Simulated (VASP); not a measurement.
Runs of VASP 6.6.1 on Si. The structure is that of space group Im-3m (No. 229), or close to it. The cells are those of the table. 

```csv
task,cell,k mesh,cutoff (eV),gap on the mesh (eV),pressure (GPa),relaxed volume (Å³/atom)
relaxation of cell and atoms,"relaxed from a = 4.190 Å, angles 109.5°, 3 atoms",14 × 14 × 14,600,none,0.0,18.67
single point,"a = 4.535 Å, angles 109.5°, 3 atoms",6 × 6 × 6,520,none,(a),-
relaxation of cell and atoms,"relaxed from a = 4.535 Å, angles 109.5°, 3 atoms",6 × 6 × 6,600,none,0.0,18.87
single point,"a = 4.177 Å, angles 109.5°, 3 atoms",14 × 14 × 14,520,none,-0.1,-
single point,"a = 4.190 Å, angles 109.5°, 3 atoms",6 × 6 × 6,520,none,-0.1,-
```

Alike in all rows: level PBE; potentials or basis VASP PAW PBE potentials, release 64 (Si); no spin polarisation; smearing gaussian 0.1 eV.

Task: Estimate the missing entries.

Result: (a) -10.0.

Caveats: the volume moved by over 15 % at a fixed basis, so the end points are rough (some runs).

A gap of «none» marks levels without a gap at the run's occupations.
